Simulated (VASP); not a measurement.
Set up this calculation in VASP 6.6.1, as the native input.

```
Task                   : single point
Functional             : PBE
Potentials or basis    : VASP PAW PBE potentials, release 64 (Ni)
Cutoff                 : 520 eV
k mesh                 : 8 × 13 × 11
Occupations            : gaussian, width 0.05 eV
Spin                   : collinear spin, ferromagnetic start
Starting moments       : [2.0, 2.0] μB
Dipole correction      : no
Further INCAR settings : ALGO = Normal; EDIFF = 1e-07; NBANDS = 21; ISYM = 0
```

The structure of Ni lies in POSCAR:

```
Ni
1.0
   -1.7678000000     -3.5356000000     -1.7678000000
   -1.7678000000      0.0000000000     -1.7678000000
    1.7678000000      0.0000000000     -1.7678000000
Ni
2
Direct
    0.0000000000      0.0000000000      0.0000000000
    0.5000000000      0.0000000000      0.5000000000
```

The input as run:

INCAR

```
SYSTEM = Ni
PREC = Accurate
ENCUT = 520
EDIFF = 1E-7
ISMEAR = 0
SIGMA = 0.05
LREAL = .FALSE.
LASPH = .TRUE.
NELM = 150
ALGO = Normal
ISIF = 2
LWAVE = .FALSE.
LCHARG = .FALSE.
ISPIN = 2
MAGMOM = 2 2
LORBIT = 11
LMAXMIX = 4
GGA = PE
ISYM = 0
NBANDS = 21
```

KPOINTS

```
Automatic mesh
0
G
  8 13 11
  0 0 0
```

Potentials or basis: VASP PAW PBE potentials, release 64 (Ni).

Command:

```console
$ cat potpaw_PBE.64/Ni/POTCAR > POTCAR
$ mpirun -np 1 vasp_std > vasp.out
```

Results of the run:

The pressure is -3.0 GPa and the net moment is 1.25 μB per cell. The site moments are Ni +0.64 μB and the valence electrons inside the program's atomic spheres are Ni 9.28.

Wall time 3.8 min on 1 thread of AMD EPYC 9R45 96-Core Processor (Zen 5), with other jobs on the host, peak memory 0.41 GiB.
